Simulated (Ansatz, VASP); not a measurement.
InAs: VASP beside Ansatz

```
In As
1.0
     0.00000    2.87730    2.87730
     2.87730    0.00000    2.87730
     2.87730    2.87730    0.00000
In As
1 1
Direct
  0.50000 0.50000 0.50000
  0.00000 0.00000 0.00000
```

Alike in both runs: task single point; functional PBE; k mesh 4 × 4 × 4; occupations gaussian, width 0.1 eV; no spin polarisation.

```csv
,VASP,Ansatz
version,VASP 6.6.1,Ansatz 0.2.0
potentials or method,"VASP PAW PBE potentials, release 64 (In_d, As), cutoff 500 eV","scalar-relativistic, plane waves, PAW"
valence electrons in the cell,18,28
```

```csv
,VASP,Ansatz,Ansatz less VASP
gap on the k mesh at the Fermi level (eV),none,none,-
pressure (GPa),0.8,0.7,-0.10
```

A gap of «none» marks a metal or a gap that the smearing closes. With one functional, cell and mesh, what is left measures potentials, basis and numerics. VASP's potentials hold 18 valence electrons a cell and Ansatz's 28, so a difference there can come from the potentials and not from the codes.

The k mesh is coarse, so the values compare programs but aren't converged.
